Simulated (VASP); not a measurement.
Runs of VASP 6.6.1 on Be3Fe. Symmetry: Pm-3m, No. 221, cubic system. The conventional cell has a = 3.239 Å, b = 3.239 Å, c = 3.239 Å, α = 90.00°, β = 90.00°, γ = 90.00°. Within 3.0 Å of Be (site symmetry 4/mmm) lie 8 Be at 2.29 Å and 4 Fe at 2.29 Å. Fe (site symmetry m-3m) has 12 Be at 2.29 Å within 3.0 Å. 

| spin | fixed moment (μB) | pressure (GPa) | moment (μB) |
| --- | --- | --- | --- |
| collinear, ferrimagnetic start | 0.8 | (a) | 0.80 |
| collinear, ferromagnetic start | 3.4 | 3.9 | 3.40 |
| collinear, zero start | 0.0 | (b) | 0.00 |
| collinear, ferromagnetic start | 2.5 | -3.2 | 2.50 |
| collinear, ferromagnetic start | 4.2 | 12.2 | 4.20 |
| collinear, ferromagnetic start | 1.7 | -7.7 | 1.70 |

Alike in all rows: task single point; level LDA; potentials or basis VASP PAW LDA potentials, release 64 (Be, Fe); cell as given; k mesh 9 × 9 × 9; cutoff (eV) 520; smearing methfessel-paxton 0.15 eV.

Question: Estimate the missing entries.

Answer: (a) -10.2; (b) -11.2.

Caveats: the total moment is fixed, so each spin has its own Fermi level.
